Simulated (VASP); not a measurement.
# CdS (Fm-3m) in VASP: further runs

The runs below take CdS through single point, with PBE.

All numbers are computed with VASP 6.6.1; they aren't measurements. Logs are shortened: lines on timing, memory, paths and dates and some standing lists are left out, and cuts for length are marked.

### Step 1. The cell of the first run

Symmetry: Fm-3m, No. 225, cubic system. The conventional cell has a = 5.088 Å, b = 5.088 Å, c = 5.088 Å, α = 90.00°, β = 90.00°, γ = 90.00°. Cd (site symmetry m-3m) has 6 S at 2.54 Å within 3.4 Å. Within 3.4 Å of S (site symmetry m-3m) lie 6 Cd at 2.54 Å.

### Step 2. Single point, PBE (O replaced by S, lengths x 1.111, strained)

Input file INCAR:

```
SYSTEM = CdS
PREC = Accurate
ENCUT = 500
EDIFF = 1E-6
ISMEAR = 0
SIGMA = 0.1
LREAL = .FALSE.
LASPH = .TRUE.
NELM = 120
ALGO = Normal
ISIF = 2
LWAVE = .FALSE.
LCHARG = .FALSE.
GGA = PE
NBANDS = 16
GGA_COMPAT = .FALSE.
```

Input file KPOINTS:

```
regular mesh
0
G
  6 6 6
  0 0 0
```

Input file POSCAR:

```
CdS
1.0
    0.0000000000      2.5441645048      2.5441645048
    2.5441645048      0.0000000000      2.5441645048
    2.5441645048      2.5441645048      0.0000000000
Cd S
1 1
Direct
    0.0000000000      0.0000000000      0.0000000000
    0.5000000000      0.5000000000      0.5000000000
```

Potentials or basis: VASP PAW PBE potentials, release 64 (Cd, S).

The run is started by

```bash
$ cat potpaw_PBE.64/Cd/POTCAR potpaw_PBE.64/S/POTCAR > POTCAR
$ mpirun -np 1 vasp_std > vasp.out
```

OUTCAR:

```text
SYSTEM = CdS
   PREC = Accurate
   ENCUT = 500
   EDIFF = 1E-6
   ISMEAR = 0
   LREAL = .FALSE.
   LASPH = .TRUE.
   NELM = 120
   ISIF = 2
   GGA = PE

 ion  position               nearest neighbor table
   1  0.000  0.000  0.000-   2 2.54   2 2.54   2 2.54   2 2.54   2 2.54   2 2.54
   2  0.500  0.500  0.500-   1 2.54   1 2.54   1 2.54   1 2.54   1 2.54   1 2.54

  LATTYP: Found a face centered cubic cell.
 ALAT       =     5.0883290096

  Lattice vectors:

 A1 = (   0.0000000000,   2.5441645048,   2.5441645048)
 A2 = (   2.5441645048,   0.0000000000,   2.5441645048)
 A3 = (   2.5441645048,   2.5441645048,   0.0000000000)

Analysis of symmetry for initial positions (statically):
=====================================================================
 Subroutine PRICEL returns:
 Original cell was already a primitive cell.

 Routine SETGRP: Setting up the symmetry group for a
 face centered cubic supercell.

 Subroutine GETGRP returns: Found 48 space group operations
 (whereof 48 operations were pure point group operations)
 out of a pool of 48 trial point group operations.

The static configuration has the point symmetry O_h .

Analysis of symmetry for dynamics (positions and initial velocities):
=====================================================================
 Subroutine PRICEL returns:
 Original cell was already a primitive cell.

 Routine SETGRP: Setting up the symmetry group for a
 face centered cubic supercell.

 Subroutine GETGRP returns: Found 48 space group operations
 (whereof 48 operations were pure point group operations)
 out of a pool of 48 trial point group operations.

The dynamic configuration has the point symmetry O_h .

 Subroutine INISYM returns: Found 48 space group operations
 (whereof 48 operations are pure point group operations),
 and found     1 'primitive' translations

----------------------------------------------------------------------------------------

                                     Primitive cell

  volume of cell :      32.9356

  direct lattice vectors                    reciprocal lattice vectors
     0.000000000  2.544164505  2.544164505    -0.196528172  0.196528172  0.196528172
     2.544164505  0.000000000  2.544164505     0.196528172 -0.196528172  0.196528172
     2.544164505  2.544164505  0.000000000     0.196528172  0.196528172 -0.196528172

  length of vectors
     3.597991948  3.597991948  3.597991948     0.340396779  0.340396779  0.340396779

  position of ions in fractional coordinates (direct lattice)
     0.000000000  0.000000000  0.000000000
     0.500000000  0.500000000  0.500000000

  ion indices of the primitive-cell ions
   primitive index   ion index
                 1           1
                 2           2

----------------------------------------------------------------------------------------

 KPOINTS: regular mesh

Automatic generation of k-mesh.
 Grid dimensions read from file:
 generate k-points for:    6    6    6

 Generating k-lattice:

  Cartesian coordinates                     Fractional coordinates (reciprocal lattice)
    -0.032754695  0.032754695  0.032754695     0.166666667  0.000000000  0.000000000
     0.032754695 -0.032754695  0.032754695     0.000000000  0.166666667  0.000000000
     0.032754695  0.032754695 -0.032754695     0.000000000  0.000000000  0.166666667

  Length of vectors
     0.056732797  0.056732797  0.056732797

  Shift w.r.t. Gamma in fractional coordinates (k-lattice)
     0.000000000  0.000000000  0.000000000

 Subroutine IBZKPT returns following result:
 ===========================================

 Found     16 irreducible k-points:

 Following reciprocal coordinates:
            Coordinates               Weight
  0.000000  0.000000  0.000000      1.000000
  0.166667  0.000000  0.000000      8.000000
  0.333333  0.000000  0.000000      8.000000
  0.500000  0.000000  0.000000      4.000000
  0.166667  0.166667  0.000000      6.000000
  0.333333  0.166667  0.000000     24.000000
[... 8 lines left out ...]
 -0.333333  0.333333  0.166667     24.000000
 -0.333333  0.500000  0.166667     12.000000
   k-points           NKPTS =     16   k-points in BZ     NKDIM =     16   number of bands    NBANDS=     16
   number of dos      NEDOS =    301   number of ions     NIONS =      2
   total plane-waves  NPLWV =  21952
   dimension x,y,z NGX =    28 NGY =   28 NGZ =   28
   dimension x,y,z NGXF=    56 NGYF=   56 NGZF=   56
   ions per type =               1   1
   NGX,Y,Z   is equivalent  to a cutoff of  12.94, 12.94, 12.94 a.u.
   NGXF,Y,Z  is equivalent  to a cutoff of  25.87, 25.87, 25.87 a.u.
 SYSTEM =  CdS
   PREC   = accura    normal or accurate (medium, high low for compatibility)
   ISTART =      0    job   : 0-new  1-cont  2-samecut
   ICHARG =      2    charge: 1-file 2-atom 10-const
   ISPIN  =      1    spin polarized calculation?
   LNONCOLLINEAR =      F non collinear calculations
   LSORBIT =      F    spin-orbit coupling
   LASPH  =      T    aspherical Exc in radial PAW
   ENCUT  =  500.0 eV  36.75 Ry    6.06 a.u.   6.56  6.56  6.56*2*pi/ulx,y,z
   NELM   =    120;   NELMIN=  2; NELMDL= -5     # of ELM steps
   EDIFF  = 0.1E-05   stopping-criterion for ELM
   LREAL  =      F    real-space projection
   EDIFFG = 0.1E-04   stopping-criterion for IOM
   NSW    =      0    number of steps for IOM
   IBRION =     -1    ionic relax: 0-MD 1-quasi-New 2-CG
   NFREE  =      0    steps in history (QN), initial steepest desc. (CG)
   ISIF   =      2    stress and relaxation
   ISYM   =      2    0-nonsym 1-usesym 2-fastsym
   POTIM  = 0.5000    time-step for ionic-motion
   TEBEG  =    0.0;   TEEND  =   0.0 temperature during run
   PSTRESS=    0.0 pullay stress
   NELECT =      18.0000    total number of electrons
   NUPDOWN=      -1.0000    fix difference up-down
   EMIN   =  10.00;   EMAX   =-10.00  energy-range for DOS
   EFERMI =   0.00;   METHOD = LEGACY
   ISMEAR =     0;   SIGMA  =   0.10  broadening in eV -4-tet -1-fermi 0-gaus
   EFERMI_NEDOS =   21; number of points for ismear=-14 and -15
   IALGO  =     38    algorithm
   IMIX   =      4    mixing-type and parameters
     AMIX     =   0.40;   BMIX     =  1.00
     AMIX_MAG =   1.60;   BMIX_MAG =  1.00
  volume/ion in A,a.u.               =      16.47       111.13
  Fermi-wavevector in a.u.,A,eV,Ry     =   1.338476  2.529352 24.375070  1.791517
  Thomas-Fermi vector in A             =   2.466943
   LORBIT       =      0    0 simple, 1 ext, 2 COOP (PROOUT), +10 PAW based schemes
   GGA     = PE    functional components
   LHFCALC =     F    Hartree Fock is set to
   AEXX    =    0.0000 exact exchange contribution
   IVDW    =     0    specifies the selected vdW correction
   LEPSILON=     F    determine dielectric tensor
   LRPA    =     F    only Hartree local field effects (RPA)
 non-spin polarized calculation
 Gauss-broadening in eV      SIGMA  =   0.10
  energy-cutoff  :      500.00
  volume of cell :       32.94
 maximum number of plane-waves:       869
 NGX is ok and might be reduce to    28
   NGX = 13   NGY = 13   NGZ = 13

 number of electron      18.0000003 magnetization

 Free energy of the ion-electron system (eV)
  ---------------------------------------------------
  ext. energy  EPLUGINS =         0.00000000
  ---------------------------------------------------
  free energy    TOTEN  =        -5.21676998 eV

  energy without entropy =       -5.21519920  energy(sigma->0) =       -5.21598459

 E-fermi :   5.5042     XC(G=0): -11.5178

 val. band max:        5.4136559612   @ k =   0.5000   0.0000   0.0000
 cond. band min:       5.5479871804   @ k =   0.5000   0.5000   0.0000
 fundamental gap:      0.1343312191
 Fermi energy:         5.5041697495

 k-point     1 :       0.0000    0.0000    0.0000
  band No.  band energies     occupation
      1      -9.2553      2.00000
      2      -2.9494      2.00000
      3      -2.9494      2.00000
      4      -2.9474      2.00000
      5      -2.9474      2.00000
      6      -2.9474      2.00000
[... 8 lines left out ...]
     15      18.2728      0.00000
     16      18.2728      0.00000

 k-point     2 :       0.1667    0.0000    0.0000
  band No.  band energies     occupation
      1      -8.9170      2.00000
      2      -3.1048      2.00000
      3      -3.1048      2.00000
      4      -3.0202      2.00000
      5      -2.8553      2.00000
      6      -2.8553      2.00000
[... 8 lines left out ...]
     15      16.0962      0.00000
     16      17.2533      0.00000

 k-point     3 :       0.3333    0.0000    0.0000
  band No.  band energies     occupation
      1      -8.0648      2.00000
      2      -3.3892      2.00000
      3      -3.3892      2.00000
      4      -3.3305      2.00000
      5      -2.6637      2.00000
      6      -2.6637      2.00000
[... 8 lines left out ...]
     15      17.2849      0.00000
     16      17.3291      0.00000

 k-point     4 :       0.5000    0.0000    0.0000
  band No.  band energies     occupation
      1      -7.4671      2.00000
      2      -3.7006      2.00000
      3      -3.5202      2.00000
      4      -3.5202      2.00000
      5      -2.5641      2.00000
      6      -2.5641      2.00000
[... 8 lines left out ...]
     15      18.5926      0.00000
     16      18.5926      0.00000
[... 172 lines left out ...]
 k-point    14 :       0.5000    0.3333    0.1667
  band No.  band energies     occupation
      1      -7.8314      2.00000
      2      -3.2687      2.00000
      3      -3.1952      2.00000
      4      -3.1250      2.00000
      5      -2.6083      2.00000
      6      -2.4013      2.00000
[... 8 lines left out ...]
     15      20.2432      0.00000
     16      22.1891      0.00000

 k-point    15 :      -0.3333    0.3333    0.1667
  band No.  band energies     occupation
      1      -7.6199      2.00000
      2      -3.3557      2.00000
      3      -3.1200      2.00000
      4      -3.0448      2.00000
      5      -2.5159      2.00000
      6      -2.0983      2.00000
[... 8 lines left out ...]
     15      19.6650      0.00000
     16      21.1818      0.00000

 k-point    16 :      -0.3333    0.5000    0.1667
  band No.  band energies     occupation
      1      -7.7352      2.00000
      2      -3.1619      2.00000
      3      -3.1124      2.00000
      4      -2.8092      2.00000
      5      -2.4456      2.00000
      6      -1.4790      2.00000
[... 8 lines left out ...]
     15      20.3701      0.00000
     16      20.3800      0.00000

------------------------ aborting loop because EDIFF is reached ----------------------------------------

  FORCE on cell =-STRESS in cart. coord.  units (eV):
  Direction    XX          YY          ZZ          XY          YZ          ZX
  --------------------------------------------------------------------------------------
  -------------------------------------------------------------------------------------
  Total        6.1201072      6.1201072      6.1201072      0.0000000     -0.0000000      0.0000000
  in kB      297.7172856    297.7172856    297.7172856      0.0000000     -0.0000000      0.0000000
  external PRESSURE =     297.7172856 kB  Pullay stress =       0.0000000 kB

 VOLUME and BASIS-vectors are now :
 -----------------------------------------------------------------------------
  energy-cutoff  :      500.00
  volume of cell :       32.94
      direct lattice vectors                 reciprocal lattice vectors
     0.000000000  2.544164505  2.544164505    -0.196528172  0.196528172  0.196528172
     2.544164505  0.000000000  2.544164505     0.196528172 -0.196528172  0.196528172
     2.544164505  2.544164505  0.000000000     0.196528172  0.196528172 -0.196528172

 POSITION                                       TOTAL-FORCE (eV/Angst)
 -----------------------------------------------------------------------------------
      0.00000      0.00000      0.00000        -0.000000      0.000000     -0.000000
      2.54416      2.54416      2.54416         0.000000     -0.000000      0.000000
 -----------------------------------------------------------------------------------
    total drift:                                0.000000      0.000000      0.000000

  FREE ENERGIE OF THE ION-ELECTRON SYSTEM (eV)
  ---------------------------------------------------
  free  energy   TOTEN  =        -5.2167699824 eV

  energy  without entropy=       -5.2151992032  energy(sigma->0) =       -5.21598459
```

Run time: 5.3 s. Hardware: 1 thread of Intel Xeon 6975P-C (Granite Rapids), shared host; peak memory 0.15 GiB.

What came out:

```
Free energy            : -5.2168 eV
Pressure               : 29.8 GPa
Band gap on the k mesh : 0.13 eV (least direct gap 3.17 eV)
```

Caveat: the cell differs from its parent crystal (O replaced by S, lengths x 1.111, strained); the cell stands under pressure.

(Part 1 of 2 ends here.)
